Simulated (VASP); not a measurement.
Crystal: Ti.

```xyz
2
Lattice="2.9500 0.0000 0.0000 -1.4750 2.5548 0.0000 0.0000 0.0000 4.6800" Properties=species:S:1:pos:R:3 pbc="T T T"
Ti    1.4750    0.8516    3.5100
Ti    0.0000    1.7032    1.1700
```

| Property | Result |
| --- | --- |
| Program | VASP 6.6.1 |
| Task | relaxation of cell and atoms |
| Functional | RPBE |
| Dispersion | D3(BJ) |
| Potentials or basis | VASP PAW PBE potentials, release 64 (Ti_sv) |
| Cutoff | 600 eV |
| k mesh | 10 × 10 × 6 |
| Occupations | fermi-dirac, width 0.05 eV |
| Spin | no spin polarisation |

At the start: pressure -35.0 GPa; volume 17.64 Å³/atom.

Question: How do energy, volume and symmetry change on relaxing?

Answer: Over 8 steps the energy falls by 628.4 meV/atom and the volume is 12.92 Å³/atom (-26.7 %); space group P6_3/mmc (No. 194, to 0.05 Å).

The path:
```
step  energy change (eV)  largest force (eV/Å)  pressure (GPa)  volume (Å³)
   1              0.0000                0.0000          -35.00        35.27
   2              0.1078                0.0000           76.01        19.03
   3             -1.2518                0.0000           -2.68        26.29
   4             -1.2551                0.0000           -0.19        25.91
   5             -1.2547                0.0000            0.95        25.75
   6             -1.2563                0.0000           -1.00        26.00
   7             -1.2565                0.0000           -0.52        25.95
   8             -1.2568                0.0000            0.07        25.85
```

Final structure:
```
Ti
1.0
     2.64723    0.00000    0.00000
    -1.32361    2.29257    0.00000
     0.00000    0.00000    4.25925
Ti
2
Direct
  0.66667 0.33333 0.75000
  0.33333 0.66667 0.25000
```

Caveat: the volume moved by over 15 % at a fixed basis, so the end points are rough; the PAW data sets were made with another functional, which shifts forces and pressure a little; the volume moved by -27 % from the deposited cell, more than functionals usually miss; pairwise dispersion overbinds metals, which lowers pressure and volume.
